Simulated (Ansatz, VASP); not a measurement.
## Ni: VASP beside Ansatz

```
Ni
1.0
     2.44802    0.00000    0.00000
    -1.22401    2.12005    0.00000
     0.00000    0.00000    4.07281
Ni
2
Direct
  0.66667 0.33333 0.75000
  0.33333 0.66667 0.25000
```

Alike in both runs: task single point; functional PBEsol; k mesh 12 × 12 × 7; occupations fermi-dirac, width 0.05 eV; no spin polarisation.

```csv
,VASP,Ansatz
version,VASP 6.6.1,Ansatz 0.2.0
potentials or method,"VASP PAW PBE potentials, release 64 (Ni), cutoff 520 eV","all-electron LAPW, scalar-relativistic"
```

```tsv
	VASP	Ansatz	Ansatz less VASP
gap on the k mesh at the Fermi level (eV)	none	none	-
pressure (GPa)	-4.0	-4.3	-0.28
traceless stress, the component that is largest in VASP (GPa)	-1.14	-1.05	+0.093
```

VASP's potentials were made for PBE, not for PBEsol. A gap of «none» marks a metal or a gap that the smearing closes. Ansatz ran all-electron here, and VASP with PAW potentials.
